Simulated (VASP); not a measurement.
# Ti4C in VASP: further runs

The runs below take Ti4C through relaxation of the atoms, with PBE.

Everything below comes from runs of VASP 6.6.1. Logs are shortened: lines on timing, memory, paths and dates and some standing lists are left out, and cuts for length are marked.

### Step 1. The cell of the first run

The cell holds a slab with vacuum, 5 atoms: a = 2.908 Å, b = 4.112 Å, c = 19.654 Å, α = 90.00°, β = 90.00°, γ = 90.00°.

### Step 2. Relaxation of the atoms, PBE

INCAR reads:

```
SYSTEM = Ti4C
  ALGO = Fast
  DIPOL = 0.5 0.5 0.346
  EDIFF = 1E-7
  EDIFFG = -0.025
  ENCUT = 520
  GGA = PE
  IBRION = 2
  IDIPOL = 3
  ISIF = 2
  ISMEAR = 0
  LASPH = .True.
  LCHARG = .False.
  LDIPOL = .True.
  LREAL = .False.
  LWAVE = .False.
  NELM = 100
  NSW = 36
  PREC = Accurate
  SIGMA = 0.1
```

KPOINTS reads:

```
k-points
0
Gamma
  9 7 1
  0 0 0
```

POSCAR reads:

```
Ti4C
1.0
    2.9076478547      0.0000000000      0.0000000000
    0.0000000000      4.1120350307      0.0000000000
    0.0000000000      0.0000000000     19.6538060989
Ti C
4 1
Selective dynamics
Direct
    0.5000000000      0.5000000000      0.2035229197  F F F
    0.0000000000      0.0000000000      0.2774945423  F F F
    0.5000000000      0.5000000000      0.3439527020  F F F
    0.0000000000      0.0000000000      0.4148716059  F F F
    0.0000000000      0.3000000000      0.4922103154  F F T
```

Potentials or basis: VASP PAW PBE potentials, release 64 (Ti_sv, C).

The run is started by

```
> cat potpaw_PBE.64/Ti_sv/POTCAR potpaw_PBE.64/C/POTCAR > POTCAR
> mpirun -np 1 vasp_std > vasp.out
```

OUTCAR:

```text
SYSTEM = Ti4C
   EDIFF = 1E-7
   EDIFFG = -0.025
   ENCUT = 520
   GGA = PE
   IBRION = 2
   ISIF = 2
   ISMEAR = 0
   LASPH = .True.
   LREAL = .False.
   NELM = 100
   NSW = 36
   PREC = Accurate

 ion  position               nearest neighbor table
   1  0.500  0.500  0.204-   3 2.76   2 2.91   2 2.91   2 2.91   2 2.91
   2  0.000  0.000  0.277-   4 2.70   3 2.84   3 2.84   3 2.84   3 2.84   1 2.91   1 2.91   1 2.91
                             1 2.91
   3  0.500  0.500  0.344-   1 2.76   2 2.84   2 2.84   2 2.84   2 2.84   4 2.88   4 2.88   4 2.88
                             4 2.88
   4  0.000  0.000  0.415-   5 1.96   2 2.70   3 2.88   3 2.88   3 2.88   3 2.88
   5  0.000  0.300  0.492-   4 1.96

  LATTYP: Found a simple orthorhombic cell.
 ALAT       =     2.9076478547
 B/A-ratio  =     1.4142135624
 C/A-ratio  =     6.7593488211

  Lattice vectors:

 A1 = (   2.9076478547,   0.0000000000,   0.0000000000)
 A2 = (   0.0000000000,   4.1120350307,   0.0000000000)
 A3 = (   0.0000000000,   0.0000000000,  19.6538060989)

Analysis of symmetry for initial positions (statically):
=====================================================================
 Subroutine PRICEL returns:
 Original cell was already a primitive cell.

 Routine SETGRP: Setting up the symmetry group for a
 simple orthorhombic supercell.

 Subroutine GETGRP returns: Found  2 space group operations
 (whereof  2 operations were pure point group operations)
 out of a pool of  8 trial point group operations.

The static configuration has the point symmetry C_1h.

Analysis of symmetry for dynamics (positions and initial velocities):
=====================================================================
 Subroutine PRICEL returns:
 Original cell was already a primitive cell.

 Routine SETGRP: Setting up the symmetry group for a
 simple orthorhombic supercell.

 Subroutine GETGRP returns: Found  2 space group operations
 (whereof  2 operations were pure point group operations)
 out of a pool of  8 trial point group operations.

The dynamic configuration has the point symmetry C_1h.

[... 165 lines left out ...]

------------------------ aborting loop EDIFF was not reached (unconverged)  ----------------------------

  FORCE on cell =-STRESS in cart. coord.  units (eV):
  Direction    XX          YY          ZZ          XY          YZ          ZX
  --------------------------------------------------------------------------------------
  -------------------------------------------------------------------------------------
  Total       -0.6112249     -4.2586759     -3.6886154      0.0000000      1.3302699      0.0000000
  in kB       -4.1674107    -29.0362076    -25.1494605      0.0000000      9.0699537      0.0000000
  external PRESSURE =     -19.4510263 kB  Pullay stress =       0.0000000 kB
[... 26 lines left out ...]
--------------------------------------- Ionic step        2  -------------------------------------------

 number of electron      52.0000014 magnetization

------------------------ aborting loop EDIFF was not reached (unconverged)  ----------------------------

  FORCE on cell =-STRESS in cart. coord.  units (eV):
  Direction    XX          YY          ZZ          XY          YZ          ZX
  --------------------------------------------------------------------------------------
  -------------------------------------------------------------------------------------
  Total       -0.4453465     -3.5855886     -2.5712010      0.0000000      2.1962941      0.0000000
  in kB       -3.0364308    -24.4470106    -17.5307835      0.0000000     14.9746198      0.0000000
  external PRESSURE =     -15.0047416 kB  Pullay stress =       0.0000000 kB
[... 26 lines left out ...]
--------------------------------------- Ionic step        3  -------------------------------------------

 number of electron      52.0000014 magnetization

------------------------ aborting loop because EDIFF is reached ----------------------------------------

  FORCE on cell =-STRESS in cart. coord.  units (eV):
  Direction    XX          YY          ZZ          XY          YZ          ZX
  --------------------------------------------------------------------------------------
  -------------------------------------------------------------------------------------
  Total       -0.1884188     -2.0016205     -0.8071590      0.0000000      3.8080634      0.0000000
  in kB       -1.2846637    -13.6473098     -5.5033152      0.0000000     25.9638729      0.0000000
  external PRESSURE =      -6.8117629 kB  Pullay stress =       0.0000000 kB
[... 26 lines left out ...]
--------------------------------------- Ionic step        4  -------------------------------------------

 number of electron      52.0000014 magnetization

 dipolmoment           0.000000      0.000000      0.213749 electrons x Angstroem

 Free energy of the ion-electron system (eV)
  ---------------------------------------------------
  ext. energy  EPLUGINS =         0.00000000
  ---------------------------------------------------
  free energy    TOTEN  =       -33.94432732 eV

  energy without entropy =      -33.91417672  energy(sigma->0) =      -33.92925202

 E-fermi :  -0.5711     XC(G=0):  -4.8273

 val. band max:       -0.6009900959   @ k =   0.2222   0.1429   0.0000
 cond. band min:      -0.5502078399   @ k =   0.1111   0.0000   0.0000
 fundamental gap:      0.0507822560
 Fermi energy:        -0.5711170491

 k-point     1 :       0.0000    0.0000    0.0000
  band No.  band energies     occupation
      1     -57.6188      2.00000
      2     -57.4008      2.00000
      3     -57.2481      2.00000
      4     -56.8786      2.00000
      5     -34.0561      2.00000
      6     -33.9610      2.00000
[... 669 lines left out ...]
     30       0.0719      0.00000
     31       0.2289      0.00000

------------------------ aborting loop because EDIFF is reached ----------------------------------------

 vacuum level on the upper side and lower side of the slab       (xc-potential included)         1.463        -1.725

  FORCE on cell =-STRESS in cart. coord.  units (eV):
  Direction    XX          YY          ZZ          XY          YZ          ZX
  --------------------------------------------------------------------------------------
  -------------------------------------------------------------------------------------
  Total       -0.1510963     -1.8710806     -0.6893500      0.0000000      3.9283218      0.0000000
  in kB       -1.0301942    -12.7572715     -4.7000781      0.0000000     26.7838099      0.0000000
  external PRESSURE =      -6.1625146 kB  Pullay stress =       0.0000000 kB
[... 20 lines left out ...]
  FREE ENERGIE OF THE ION-ELECTRON SYSTEM (eV)
  ---------------------------------------------------
  free  energy   TOTEN  =       -33.9443273227 eV

  energy  without entropy=      -33.9141767160  energy(sigma->0) =      -33.92925202

 reached required accuracy - stopping structural energy minimisation

 vacuum level on the upper side and lower side of the slab         5.781         2.505
```

It took 74 min on 1 thread of Oxide Virtual Turin-like, shared host; peak memory 0.38 GiB.

What came out:

| Quantity | Value |
| --- | --- |
| Free energy | -33.9443 eV |
| Energy gained by relaxing | 48.5 meV/atom |
| Ionic steps | 4 |
| Band gap on the k mesh | zero (bands 26 and 27 overlap by 0.43 eV) |

Step by step:
| step | energy change (eV) | largest force on free atoms (eV/Å) | pressure (GPa) |
| --- | --- | --- | --- |
| 1 | 0.0000 | 1.8900 | -1.95 |
| 2 | -0.1464 | 1.2853 | -1.50 |
| 3 | -0.2422 | 0.0844 | -0.68 |
| 4 | -0.2426 | 0.0072 | -0.62 |

Final structure:
```xyz
5
Lattice="2.9076 0.0000 0.0000 0.0000 4.1120 0.0000 0.0000 0.0000 19.6538" Properties=species:S:1:pos:R:3 pbc="T T T"
Ti    1.4538    2.0560    4.0000
Ti    0.0000    0.0000    5.4538
Ti    1.4538    2.0560    6.7600
Ti    0.0000    0.0000    8.1538
C     0.0000    1.2336    9.4376
```

### Step 3. Relaxation of the atoms, PBE

INCAR reads:

```
SYSTEM = Ti4C
PREC = Accurate
ENCUT = 520
EDIFF = 1E-7
ISMEAR = 0
SIGMA = 0.1
LREAL = .False.
LASPH = .True.
NELM = 80
ALGO = Fast
ISIF = 2
LWAVE = .False.
LCHARG = .False.
LDIPOL = .True.
IDIPOL = 3
DIPOL = 0.5 0.5 0.350
GGA = PE
IBRION = 2
NSW = 36
EDIFFG = -0.025
```

KPOINTS reads:

```
Automatic mesh
0
Gamma
  9 7 1
  0 0 0
```

POSCAR: that of step 2 with these lines changed.

```diff
@@ -13,2 +13,2 @@
     0.0000000000      0.0000000000      0.4148716059  F F F
-    0.0000000000      0.3000000000      0.4922103154  F F T
+    0.0000000000      0.1000000000      0.5100331080  F F T
```

Potentials or basis: VASP PAW PBE potentials, release 64 (Ti_sv, C).

The run is started by

```
> cat potpaw_PBE.64/Ti_sv/POTCAR potpaw_PBE.64/C/POTCAR > POTCAR
> mpirun -np 1 vasp_std > vasp.out
```

OUTCAR:

```text
SYSTEM = Ti4C
   PREC = Accurate
   ENCUT = 520
   EDIFF = 1E-7
   ISMEAR = 0
   LREAL = .False.
   LASPH = .True.
   NELM = 80
   ISIF = 2
   GGA = PE
   IBRION = 2
   NSW = 36
   EDIFFG = -0.025

 ion  position               nearest neighbor table
   1  0.500  0.500  0.204-   3 2.76   2 2.91   2 2.91   2 2.91   2 2.91
   2  0.000  0.000  0.277-   4 2.70   3 2.84   3 2.84   3 2.84   3 2.84   1 2.91   1 2.91   1 2.91
                             1 2.91
   3  0.500  0.500  0.344-   1 2.76   2 2.84   2 2.84   2 2.84   2 2.84   4 2.88   4 2.88   4 2.88
                             4 2.88
   4  0.000  0.000  0.415-   5 1.91   2 2.70   3 2.88   3 2.88   3 2.88   3 2.88
   5  0.000  0.100  0.510-   4 1.91

  LATTYP: Found a simple orthorhombic cell.
 ALAT       =     2.9076478547
 B/A-ratio  =     1.4142135624
 C/A-ratio  =     6.7593488211

  Lattice vectors:

 A1 = (   2.9076478547,   0.0000000000,   0.0000000000)
 A2 = (   0.0000000000,   4.1120350307,   0.0000000000)
 A3 = (   0.0000000000,   0.0000000000,  19.6538060989)

Analysis of symmetry for initial positions (statically):
=====================================================================
 Subroutine PRICEL returns:
 Original cell was already a primitive cell.

 Routine SETGRP: Setting up the symmetry group for a
 simple orthorhombic supercell.

 Subroutine GETGRP returns: Found  2 space group operations
 (whereof  2 operations were pure point group operations)
 out of a pool of  8 trial point group operations.

The static configuration has the point symmetry C_1h.

Analysis of symmetry for dynamics (positions and initial velocities):
[... 153 lines left out ...]
   AEXX    =    0.0000 exact exchange contribution
   IVDW    =     0    specifies the selected vdW correction
   LEPSILON=     F    determine dielectric tensor
   LRPA    =     F    only Hartree local field effects (RPA)
 conjugate gradient relaxation of ions
 non-spin polarized calculation
 RMM-DIIS sequential band-by-band and
 Gauss-broadening in eV      SIGMA  =   0.10
  energy-cutoff  :      520.00
  volume of cell :      234.99
 maximum number of plane-waves:      6369
 NGX is ok and might be reduce to    24
   NGX = 11   NGY = 15   NGZ = 73

--------------------------------------- Ionic step        1  -------------------------------------------

 number of electron      52.0000014 magnetization

 Free energy of the ion-electron system (eV)
  ---------------------------------------------------
  ext. energy  EPLUGINS =         0.00000000
  ---------------------------------------------------
  free energy    TOTEN  =       -32.89484583 eV

  energy without entropy =      -32.85723386  energy(sigma->0) =      -32.87603985

------------------------ aborting loop EDIFF was not reached (unconverged)  ----------------------------

  FORCE on cell =-STRESS in cart. coord.  units (eV):
  Direction    XX          YY          ZZ          XY          YZ          ZX
  --------------------------------------------------------------------------------------
  -------------------------------------------------------------------------------------
  Total       -0.8798185     -2.6329397     -1.7043534      0.0000000      0.7864673      0.0000000
  in kB       -5.9987171    -17.9517259    -11.6205035      0.0000000      5.3622364      0.0000000
  external PRESSURE =     -11.8569822 kB  Pullay stress =       0.0000000 kB
[... 104 lines left out ...]
--------------------------------------- Ionic step        4  -------------------------------------------

 number of electron      52.0000014 magnetization

 dipolmoment           0.000000      0.000000      0.227859 electrons x Angstroem

 Free energy of the ion-electron system (eV)
  ---------------------------------------------------
  ext. energy  EPLUGINS =         0.00000000
  ---------------------------------------------------
  free energy    TOTEN  =       -32.90933459 eV

  energy without entropy =      -32.87249380  energy(sigma->0) =      -32.89091419

 E-fermi :  -0.7446     XC(G=0):  -4.9444

 val. band max:       -0.7661529965   @ k =   0.3333   0.2857   0.0000
 cond. band min:      -0.7375972037   @ k =   0.4444   0.2857   0.0000
 fundamental gap:      0.0285557928
 Fermi energy:        -0.7446241196

 k-point     1 :       0.0000    0.0000    0.0000
  band No.  band energies     occupation
      1     -57.7476      2.00000
      2     -57.4866      2.00000
      3     -57.3811      2.00000
      4     -56.8681      2.00000
      5     -34.1774      2.00000
      6     -34.0895      2.00000
[... 669 lines left out ...]
     30      -0.1551      0.00000
     31       0.1054      0.00000

------------------------ aborting loop because EDIFF is reached ----------------------------------------

 vacuum level on the upper side and lower side of the slab       (xc-potential included)         1.546        -1.855

  FORCE on cell =-STRESS in cart. coord.  units (eV):
  Direction    XX          YY          ZZ          XY          YZ          ZX
  --------------------------------------------------------------------------------------
  -------------------------------------------------------------------------------------
  Total       -0.6365543     -2.4623169     -0.7081617      0.0000000      1.0885139      0.0000000
  in kB       -4.3401104    -16.7883976     -4.8283390      0.0000000      7.4216297      0.0000000
  external PRESSURE =      -8.6522823 kB  Pullay stress =       0.0000000 kB
[... 20 lines left out ...]
  FREE ENERGIE OF THE ION-ELECTRON SYSTEM (eV)
  ---------------------------------------------------
  free  energy   TOTEN  =       -32.9093345871 eV

  energy  without entropy=      -32.8724937992  energy(sigma->0) =      -32.89091419

 reached required accuracy - stopping structural energy minimisation

 vacuum level on the upper side and lower side of the slab         5.883         2.389
```

OSZICAR:

```text
N       E                     dE             d eps       ncg     rms          rms(c)
DAV:   1     0.587934896320E+03    0.58793E+03   -0.28193E+04  1512   0.162E+03
DAV:   2     0.468689692715E+02   -0.54107E+03   -0.53372E+03  1340   0.500E+02
DAV:   3    -0.259206542290E+02   -0.72790E+02   -0.71174E+02  2136   0.155E+02
[... 152 lines left out ...]
RMM:  14    -0.329093338710E+02   -0.32116E-06   -0.17217E-06  1271   0.426E-03    0.672E-04
RMM:  15    -0.329093341845E+02   -0.31354E-06   -0.11937E-06  1258   0.371E-03    0.232E-04
RMM:  16    -0.329093343872E+02   -0.20263E-06   -0.98879E-07  1066   0.327E-03    0.237E-04
RMM:  17    -0.329093345173E+02   -0.13014E-06   -0.68120E-07   933   0.295E-03    0.148E-04
RMM:  18    -0.329093345871E+02   -0.69829E-07   -0.54564E-07   890   0.276E-03
   4 F= -.32909335E+02 E0= -.32890914E+02  d E =-.144888E-01
```

CONTCAR:

```text
Ti4C
   1.00000000000000
     2.9076478547000000    0.0000000000000000    0.0000000000000000
     0.0000000000000000    4.1120350307000004    0.0000000000000000
     0.0000000000000000    0.0000000000000000   19.6538060988999987
  Ti              C
     4     1
Selective dynamics
Direct
     0.5000000000000000    0.5000000000000000    0.2035229196999992   F   F   F
     0.0000000000000000    0.0000000000000000    0.2774945422999977   F   F   F
     0.5000000000000000    0.5000000000000000    0.3439527020000028   F   F   F
     0.0000000000000000    0.0000000000000000    0.4148716058999966   F   F   F
     0.0000000000000000    0.1000000000000014    0.5074990744155162   F   F   T

  0.00000000E+00  0.00000000E+00  0.00000000E+00
  0.00000000E+00  0.00000000E+00  0.00000000E+00
  0.00000000E+00  0.00000000E+00  0.00000000E+00
  0.00000000E+00  0.00000000E+00  0.00000000E+00
  0.00000000E+00  0.00000000E+00  0.00000000E+00
```

It took 22 min on 1 thread of Oxide Virtual Turin-like, shared host; peak memory 0.39 GiB.

What came out:

```
Free energy               : -32.9093 eV
Energy gained by relaxing : 2.9 meV/atom
Ionic steps               : 4
Band gap on the k mesh    : zero (bands 26 and 27 overlap by 0.62 eV)
```

The path:
```tsv
step	energy change (eV)	largest force on free atoms (eV/Å)	pressure (GPa)
1	0.0000	0.5459	-1.19
2	-0.0113	0.2752	-1.03
3	-0.0142	0.0793	-0.91
4	-0.0145	0.0048	-0.87
```

Final structure:
```cif
data_structure
_symmetry_space_group_name_H-M 'P 1'
_symmetry_Int_Tables_number 1
_cell_length_a 2.9076
_cell_length_b 4.1120
_cell_length_c 19.6538
_cell_angle_alpha 90.000
_cell_angle_beta 90.000
_cell_angle_gamma 90.000
_cell_volume 234.99
loop_
_atom_site_label
_atom_site_type_symbol
_atom_site_fract_x
_atom_site_fract_y
_atom_site_fract_z
_atom_site_occupancy
Ti1 Ti 0.50000 0.50000 0.20352 1
Ti2 Ti 0.00000 0.00000 0.27749 1
Ti3 Ti 0.50000 0.50000 0.34395 1
Ti4 Ti 0.00000 0.00000 0.41487 1
C1 C 0.00000 0.10000 0.50750 1
```

The gap in the log of VASP goes by the Fermi energy; the results here count the filled bands.